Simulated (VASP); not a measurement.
Write the native input for VASP 6.6.1 that does the following.

| Quantity | Value |
| --- | --- |
| Task | single point |
| Functional | PBE |
| Potentials or basis | VASP PAW PBE potentials, release 64 (Ga_d) |
| Cutoff | 520 eV |
| k mesh | 17 × 17 × 15 |
| Occupations | fermi-dirac, width 0.05 eV |
| Spin | no spin polarisation |
| Dipole correction | no |
| Further INCAR settings | ALGO = Normal; EDIFF = 1e-06; NBANDS = 12 |

The structure of Ga lies in POSCAR:

```
Ga
1.0
    2.3349176698      0.0000000000      0.0000000000
   -1.1674588349      2.0220980178      0.0000000000
    0.0000000000      0.0000000000      2.2573550916
Ga
1
Direct
    0.0000000000      0.0000000000      0.0000000000
```

This cell differs from its parent crystal: volume scaled by 0.55.

These files were run (other wordings do the same):

INCAR

```
SYSTEM = Ga
  ALGO = Normal
  EDIFF = 1E-6
  ENCUT = 520
  GGA = PE
  ISIF = 2
  ISMEAR = -1
  LASPH = .TRUE.
  LCHARG = .FALSE.
  LREAL = .FALSE.
  LWAVE = .FALSE.
  NBANDS = 12
  NELM = 100
  PREC = Accurate
  SIGMA = 0.05
```

KPOINTS

```
k-points
0
G
  17 17 15
  0 0 0
```

Potentials or basis: VASP PAW PBE potentials, release 64 (Ga_d).

Command:

```bash
$ cat potpaw_PBE.64/Ga_d/POTCAR > POTCAR
$ mpirun -np 1 vasp_std > vasp.out
```

Results of the run:

```yaml
Pressure: 129.0 GPa
```

It took 12 s on 1 thread of Intel(R) Xeon(R) 6975P-C (Granite Rapids), with other jobs on the host, peak memory 0.14 GiB.
